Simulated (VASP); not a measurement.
# NaLiB2 (P-6m2) in VASP: vibrations by perturbation theory with PBE

Aim: the vibrations by perturbation theory of NaLiB2 with PBE.

All numbers are computed with VASP 6.6.1; they aren't measurements. Logs are shortened: lines on timing, memory, paths and dates and some standing lists are left out, and cuts for length are marked.

## Step 1: The cell of the first run

It takes space group P-6m2 (No. 187, hexagonal). Conventional cell: a = 4.409 Å, b = 4.409 Å, c = 3.156 Å, α = 90.00°, β = 90.00°, γ = 120.00°. Na (site symmetry -6m2) has 9 B at 2.55 to 2.99 Å and 6 Li at 2.99 Å and 2 Na at 3.16 Å within 3.4 Å. Within 3.4 Å of Li (site symmetry -6m2) lie 9 B at 2.55 to 2.99 Å and 6 Na at 2.99 Å and 2 Li at 3.16 Å. Within 2.1 Å of B (site symmetry -6m2) lie 2 B at 1.58 Å. B (site symmetry -6m2) has 2 B at 1.58 Å within 2.1 Å.

## Step 2: Vibrations by perturbation theory, PBE

File INCAR:

```
SYSTEM = NaLiB2
  PREC = Accurate
  ENCUT = 520
  EDIFF = 1E-8
  ISMEAR = -1
  SIGMA = 0.15
  LREAL = .FALSE.
  LASPH = .TRUE.
  NELM = 100
  ALGO = Normal
  ISIF = 2
  LWAVE = .FALSE.
  LCHARG = .FALSE.
  GGA = PE
  IBRION = 8
  NSW = 1
```

File KPOINTS:

```
regular mesh
0
G
  12 12 12
  0 0 0
```

File POSCAR:

```
NaLiB2
1.0
    4.4086141800      0.0000000000      0.0000000000
   -2.2043070900      3.8179718754      0.0000000000
    0.0000000000      0.0000000000      3.1562839897
Na Li B
1 1 2
Direct
    0.3333333333      0.6666666667      0.5000000000
    0.0000000000      0.0000000000      0.0000000000
    0.6666666667      0.3333333333      0.0000000000
    0.6666666667      0.3333333333      0.5000000000
```

Potentials or basis: VASP PAW PBE potentials, release 64 (Na_pv, Li_sv, B).

Launch:

```
cat potpaw_PBE.64/Na_pv/POTCAR potpaw_PBE.64/Li_sv/POTCAR potpaw_PBE.64/B/POTCAR > POTCAR
mpirun -np 1 vasp_std > vasp.out
```

OUTCAR:

```text
SYSTEM = NaLiB2
   PREC = Accurate
   ENCUT = 520
   EDIFF = 1E-8
   ISMEAR = -1
   LREAL = .FALSE.
   LASPH = .TRUE.
   NELM = 100
   ISIF = 2
   GGA = PE
   IBRION = 8
   NSW = 1

 ion  position               nearest neighbor table
   1  0.333  0.667  0.500-
   2  0.000  0.000  0.000-
   3  0.667  0.333  0.000-   4 1.58   4 1.58
   4  0.667  0.333  0.500-   3 1.58   3 1.58

  LATTYP: Found a hexagonal cell.
 ALAT       =     4.4086141800
 C/A-ratio  =     0.7159356344

  Lattice vectors:

 A1 = (   4.4086141800,   0.0000000000,   0.0000000000)
 A2 = (  -2.2043070900,   3.8179718754,   0.0000000000)
 A3 = (   0.0000000000,   0.0000000000,   3.1562839897)

Analysis of symmetry for initial positions (statically):
=====================================================================
 Subroutine PRICEL returns:
 Original cell was already a primitive cell.

 Routine SETGRP: Setting up the symmetry group for a
 hexagonal supercell.

 Subroutine GETGRP returns: Found 12 space group operations
 (whereof 12 operations were pure point group operations)
 out of a pool of 24 trial point group operations.

The static configuration has the point symmetry D_3h.

Analysis of symmetry for dynamics (positions and initial velocities):
=====================================================================
 Subroutine PRICEL returns:
 Original cell was already a primitive cell.

 Routine SETGRP: Setting up the symmetry group for a
 hexagonal supercell.

 Subroutine GETGRP returns: Found 12 space group operations
 (whereof 12 operations were pure point group operations)
 out of a pool of 24 trial point group operations.

The dynamic configuration has the point symmetry D_3h.

 Subroutine INISYM returns: Found 12 space group operations
 (whereof 12 operations are pure point group operations),
 and found     1 'primitive' translations

----------------------------------------------------------------------------------------

                                     Primitive cell

  volume of cell :      53.1265

  direct lattice vectors                    reciprocal lattice vectors
     4.408614180  0.000000000  0.000000000     0.226828649  0.130959582  0.000000000
    -2.204307090  3.817971875  0.000000000     0.000000000  0.261919164  0.000000000
     0.000000000  0.000000000  3.156283990     0.000000000  0.000000000  0.316828271

  length of vectors
     4.408614180  4.408614180  3.156283990     0.261919164  0.261919164  0.316828271

  position of ions in fractional coordinates (direct lattice)
     0.333333333  0.666666667  0.500000000
     0.000000000  0.000000000  0.000000000
     0.666666667  0.333333333  0.000000000
     0.666666667  0.333333333  0.500000000

  ion indices of the primitive-cell ions
   primitive index   ion index
                 1           1
                 2           2
                 3           3
                 4           4

[... 125 lines left out ...]
 fundamental gap:      0.0427105995
 Fermi energy:         2.8098972128

 k-point     1 :       0.0000    0.0000    0.0000
  band No.  band energies     occupation
      1     -44.1171      2.00000
      2     -21.4076      2.00000
      3     -21.4043      2.00000
      4     -21.4043      2.00000
      5      -7.2736      2.00000
      6      -0.6434      2.00000
      7       0.2861      2.00000
      8       0.2861      2.00000
      9       4.0485      0.00052
     10       6.5576      0.00000
     11       6.5576      0.00000
     12       8.0600      0.00000
[... 331 lines left out ...]
 k-point    24 :       0.3333    0.0000    0.0833
  band No.  band energies     occupation
      1     -44.1167      2.00000
      2     -21.4140      2.00000
      3     -21.4107      2.00000
      4     -21.4053      2.00000
      5      -6.8634      2.00000
      6      -1.1965      2.00000
      7      -0.8002      2.00000
      8      -0.0087      2.00000
      9       4.8959      0.00000
     10       7.2742      0.00000
     11       8.6926      0.00000
     12       9.1457      0.00000

 [... further k-points ...]
[... 5 lines left out ...]
  --------------------------------------------------------------------------------------
  -------------------------------------------------------------------------------------
  Total        0.0023645      0.0023645     -0.0136279      0.0000000      0.0000000      0.0000000
  in kB        0.0713094      0.0713094     -0.4109871      0.0000000      0.0000000      0.0000000
  external PRESSURE =      -0.0894561 kB  Pullay stress =       0.0000000 kB

 VOLUME and BASIS-vectors are now :
 -----------------------------------------------------------------------------
  energy-cutoff  :      520.00
  volume of cell :       53.13
      direct lattice vectors                 reciprocal lattice vectors
     4.408614180  0.000000000  0.000000000     0.226828649  0.130959582  0.000000000
    -2.204307090  3.817971875  0.000000000     0.000000000  0.261919164  0.000000000
     0.000000000  0.000000000  3.156283990     0.000000000  0.000000000  0.316828271

 POSITION                                       TOTAL-FORCE (eV/Angst)
 -----------------------------------------------------------------------------------
     -0.00000      2.54531      1.57814        -0.000000      0.000000      0.000000
      0.00000      0.00000      0.00000         0.000000      0.000000      0.000000
      2.20431      1.27266      0.00000         0.000000      0.000000      0.000000
      2.20431      1.27266      1.57814         0.000000      0.000000      0.000000
 -----------------------------------------------------------------------------------
    total drift:                                0.000000     -0.000000     -0.000000

  FREE ENERGIE OF THE ION-ELECTRON SYSTEM (eV)
  ---------------------------------------------------
  free  energy   TOTEN  =       -16.5339162304 eV

  energy  without entropy=      -16.4944756968  energy(sigma->0) =      -16.51419596

[... ionic steps 2 to 12 ...]

--------------------------------------- Ionic step       13  -------------------------------------------

------------------------ aborting loop because EDIFF is reached ----------------------------------------

[... ionic steps 14 to 14 ...]

--------------------------------------- Ionic step       15  -------------------------------------------

 Free energy of the ion-electron system (eV)
  ---------------------------------------------------
  ---------------------------------------------------
  free energy    TOTEN  =        -0.05450077 eV

  energy without entropy =       -0.05450076

------------------------ aborting loop because EDIFF is reached ----------------------------------------

 INTERNAL STRAIN TENSOR  FOR ION    4  DIRECTION 3   (eV/Angst):
 -----------------------------------------------------------------------------
    -0.00258  0.00000  0.00000
     0.00000 -0.00258  0.00000
    -0.00000  0.00000 -0.01110

 INTERNAL STRAIN TENSOR FOR ION    4 for displacements in x,y,z  (eV/Angst):
          X           Y           Z          XY          YZ          ZX
  --------------------------------------------------------------------------------
  x     0.00000     0.00000     0.00000     4.88193     0.00000     0.00000
  y     4.88193    -4.88193     0.00000     0.00000     0.00000     0.00000
  z     0.00000     0.00000     0.00000     0.00000     0.00000     0.00000

 SECOND DERIVATIVES (NOT SYMMETRIZED)
 ------------------------------------
               1X          1Y          1Z          2X          2Y          2Z          3X          3Y          3Z          4X          4Y          4Z
  1X    -4.271438   -0.000000    0.000000    1.132087   -0.000000    0.000000    0.362883    0.000000    0.000000    2.776468    0.000000    0.000000
  1Y    -0.000000   -4.271438    0.000000    0.000000    1.132087    0.000000    0.000000    0.362883    0.000000    0.000000    2.776468    0.000000
  1Z     0.000000    0.000000   -0.625452   -0.000000    0.000000    0.705283    0.000000    0.000000    0.119933   -0.000000    0.000000   -0.199764
  2X     1.154328    0.000000    0.000000   -1.956649    0.000000    0.000000    1.140248    0.000000    0.000000   -0.337926    0.000000    0.000000
  2Y    -0.000000    1.154328    0.000000    0.000000   -1.956649    0.000000    0.000000    1.140248    0.000000    0.000000   -0.337926    0.000000
  2Z     0.000000    0.000000    0.699457    0.000000    0.000000   -0.617504    0.000000    0.000000    0.839682    0.000000    0.000000   -0.921635
  3X     0.348245    0.000000    0.000000    1.109235    0.000000    0.000000   -4.982901   -0.000000    0.000000    3.525422    0.000000    0.000000
  3Y     0.000000    0.348245    0.000000    0.000000    1.109235    0.000000    0.000000   -4.982901    0.000000    0.000000    3.525422    0.000000
  3Z     0.000000   -0.000000    0.117322    0.000000    0.000000    0.789793   -0.000000    0.000000  -34.400303   -0.000000    0.000000   33.493187
  4X     2.761413    0.000000    0.000000   -0.354969   -0.000000    0.000000    3.526455    0.000000    0.000000   -5.932899   -0.000000    0.000000
  4Y     0.000000    2.761413    0.000000    0.000000   -0.354969    0.000000   -0.000000    3.526455    0.000000   -0.000000   -5.932899    0.000000
  4Z     0.000000    0.000000   -0.207941    0.000000    0.000000   -0.877620    0.000000   -0.000000   33.492526    0.000000    0.000000  -32.406966

 Eigenvectors and eigenvalues of the dynamical matrix
 ----------------------------------------------------

   1 f  =   38.902705 THz   244.432904 2PiTHz 1297.654554 cm-1   160.888587 meV
             X         Y         Z           dx          dy          dz
     -0.000000  2.545315  1.578142     0.000000   -0.000000   -0.002132
      0.000000  0.000000  0.000000    -0.000000    0.000000   -0.022767
      2.204307  1.272657  0.000000     0.000000   -0.000000    0.717334
      2.204307  1.272657  1.578142    -0.000000    0.000000   -0.696354
[... 71 lines left out ...]
  12 f/i=    2.008613 THz    12.620488 2PiTHz   67.000122 cm-1     8.306953 meV
             X         Y         Z           dx          dy          dz
     -0.000000  2.545315  1.578142    -0.000000   -0.000000   -0.525515
      0.000000  0.000000  0.000000    -0.000000   -0.000000   -0.356439
      2.204307  1.272657  0.000000    -0.000000   -0.000000    0.531420
      2.204307  1.272657  1.578142    -0.000000   -0.000000    0.560694

--------------------------------------------------------------------------------------------------------

 ELASTIC MODULI CONTR FROM IONIC RELAXATION (kBar)
 Direction    XX          YY          ZZ          XY          YZ          ZX
 --------------------------------------------------------------------------------
 XX        -235.1817    235.1817      0.0000     -0.0000      0.0000      0.0000
 YY         235.1817   -235.1817      0.0000      0.0000      0.0000      0.0000
 ZZ           0.0000      0.0000      0.0000      0.0000      0.0000      0.0000
 XY          -0.0000      0.0000      0.0000   -235.1817      0.0000      0.0000
 YZ           0.0000      0.0000      0.0000      0.0000      0.0000      0.0000
 ZX           0.0000      0.0000      0.0000      0.0000      0.0000      0.0000
 --------------------------------------------------------------------------------
```

Wall time 28 min (1 thread of Intel Xeon Platinum 8488C (Sapphire Rapids), shared host); peak memory 0.97 GiB.

What came out:

| Item | Value |
| --- | --- |
| Highest phonon frequency at Γ, LO-TO splitting left out | 1298 cm⁻¹ |
| Most unstable mode | 67i cm⁻¹ |

Phonon frequencies in cm⁻¹ (negative: imaginary):
| q point | frequencies |
| --- | --- |
| (0.000, 0.000, 0.000) | -67 -2 -2 1 180 280 280 288 288 490 490 1298 |

Caveat: the cutoff is under 1.25 times the usual one of these potentials, so pressure, stress and relaxed cells hold a basis-set (Pulay) error; some modes are imaginary.
